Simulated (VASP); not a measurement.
Wanted: the native input for a VASP 6.6.1 run.

| Item | Value |
| --- | --- |
| Task | single point |
| Functional | LDA |
| Potentials or basis | VASP PAW LDA potentials, release 64 (Mg) |
| Cutoff | 520 eV |
| k mesh | 10 × 10 × 5 |
| Occupations | fermi-dirac, width 0.05 eV |
| Spin | no spin polarisation |
| Dipole correction | no |
| Further INCAR settings | ALGO = Fast; EDIFF = 1e-06; NBANDS = 9 |

The structure of Mg lies in POSCAR:

```
Mg
1.0
    3.2305542618      0.0000000000      0.0000000000
   -1.6152771309      2.7977420591      0.0000000000
    0.0000000000      0.0000000000      5.2448063036
Mg
2
Direct
    0.6666666667      0.3333333333      0.7500000000
    0.3333333333      0.6666666667      0.2500000000
```

The input as run:

INCAR

```
SYSTEM = Mg
  PREC = Accurate
  ENCUT = 520
  EDIFF = 1E-6
  ISMEAR = -1
  SIGMA = 0.05
  LREAL = .False.
  LASPH = .True.
  NELM = 80
  ALGO = Fast
  ISIF = 2
  LWAVE = .False.
  LCHARG = .True.
  GGA = CA
  LELF = .True.
  LVHAR = .True.
  NBANDS = 9
```

KPOINTS

```
regular mesh
0
Gamma
  10 10 5
  0 0 0
```

Potentials or basis: VASP PAW LDA potentials, release 64 (Mg).

Command:

```console
$ cat potpaw_LDA.64/Mg/POTCAR > POTCAR
$ mpirun -np 1 vasp_std > vasp.out
```

It gave:

```json
{"Pressure": "-3.2 GPa", "Band gap on the k mesh": "zero (band 2 reaches 3.00 eV, above the bottom of band 3 at 1.03 eV)"}
```

Wall time 4 s on 1 thread of Intel(R) Xeon(R) 6975P-C (Granite Rapids), on a shared host, peak memory 0.14 GiB.
